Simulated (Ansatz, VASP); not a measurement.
Two plane-wave programs on Sn

```
CELL_PARAMETERS angstrom
3.43403 0.00000 0.00000
-1.71701 2.97396 0.00000
0.00000 0.00000 11.34564
ATOMIC_POSITIONS crystal
Sn 0.00000 0.00000 0.00000
Sn 0.00000 0.00000 0.50000
Sn 0.33333 0.66667 0.25000
Sn 0.66667 0.33333 0.75000
```

Alike in both runs: task single point; functional PBE; k mesh 12 × 12 × 4; occupations fermi-dirac, width 0.1 eV; no spin polarisation.

|  | VASP | Ansatz |
| --- | --- | --- |
| version | VASP 6.6.1 | Ansatz 0.2.0 |
| potentials or method | VASP PAW PBE potentials, release 64 (Sn_d), cutoff 500 eV | plane waves (420 eV) with PAW, scalar-relativistic |
| valence electrons in the cell | 56 | 56 |

|  | VASP | Ansatz | Ansatz less VASP |
| --- | --- | --- | --- |
| pressure (GPa) | -1.5 | -1.5 | +0.03 |
| traceless stress, the component that is largest in VASP (GPa) | -0.09 | -0.09 | +0.002 |

With one functional, cell and mesh, what is left measures potentials, basis and numerics.
